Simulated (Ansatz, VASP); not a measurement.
**Au3ClO: VASP beside Ansatz**

The input INCAR:

```
SYSTEM = Au3ClO
  PREC = Accurate
  ENCUT = 600
  EDIFF = 1E-7
  ISMEAR = -1
  SIGMA = 0.15
  LREAL = .False.
  LASPH = .True.
  NELM = 100
  ALGO = Normal
  ISIF = 3
  LWAVE = .False.
  LCHARG = .False.
  GGA = PE
  IBRION = 2
  NSW = 80
  EDIFFG = -0.001
```

Contents of KPOINTS:

```
Automatic mesh
0
Gamma
  8 8 8
  0 0 0
```

POSCAR

```
Au3ClO
1.0
    4.5527548685      0.0000000000      0.0000000000
    0.0000000000      4.5527548685      0.0000000000
    0.0000000000      0.0000000000      4.5527548685
Au Cl O
3 1 1
Direct
    0.0000000000      0.5000000000      0.5000000000
    0.5000000000      0.0000000000      0.5000000000
    0.5000000000      0.5000000000      0.0000000000
    0.0000000000      0.0000000000      0.0000000000
    0.5000000000      0.5000000000      0.5000000000
```

Input for Ansatz:

```yaml
crystal:
  lattice:
    - [4.5527548685, 0.0, 0.0]
    - [0.0, 4.5527548685, 0.0]
    - [0.0, 0.0, 4.5527548685]
  atoms:
    - { symbol: Au, position: [0.0, 0.5, 0.5] }
    - { symbol: Au, position: [0.5, 0.0, 0.5] }
    - { symbol: Au, position: [0.5, 0.5, 0.0] }
    - { symbol: Cl, position: [0.0, 0.0, 0.0] }
    - { symbol: O, position: [0.5, 0.5, 0.5] }
basis:
  ecutwfc: 420
kpoints:
  mp_grid: { grid: [8, 8, 8] }
hamiltonian:
  xc: pbe
scf:
  occupations: { method: fermi_dirac, width: 0.15 }
output:
  forces: true
  stress: true
  eigenvalues: true
relax:
  adjacent_minimum: "off"
  f_tol: 0.001
  max_steps: 60
  cell: { stress_tol: 0.01 }
```

Alike in both runs: task relaxation of cell and atoms; functional PBE; k mesh 8 × 8 × 8; occupations fermi-dirac, width 0.15 eV; no spin polarisation.

|  | VASP | Ansatz |
| --- | --- | --- |
| version | VASP 6.6.1 | Ansatz 0.2.0 |
| potentials or method | VASP PAW PBE potentials, release 64 (Au, Cl, O), cutoff 600 eV | scalar-relativistic, plane waves, PAW |
| valence electrons in the cell | 46 | 70 |

|  | VASP | Ansatz | Ansatz less VASP |
| --- | --- | --- | --- |
| gap on the k mesh at the Fermi level, each at its own relaxed structure (eV) | none | none | - |
| relaxed volume (Å³/atom) | 18.87 | 18.90 | +0.028 |
| relaxed length of the cell vector where the two differ most in proportion (Å) | 4.553 | 4.555 | +0.0022 |

A gap of «none» marks a metal or a gap that the smearing closes. VASP's potentials hold 46 valence electrons a cell and Ansatz's 70, so a difference there can come from the potentials and not from the codes.

Spin-orbit coupling is off throughout. Noted on VASP's run: the relaxation stopped at its first step, so nothing moved.
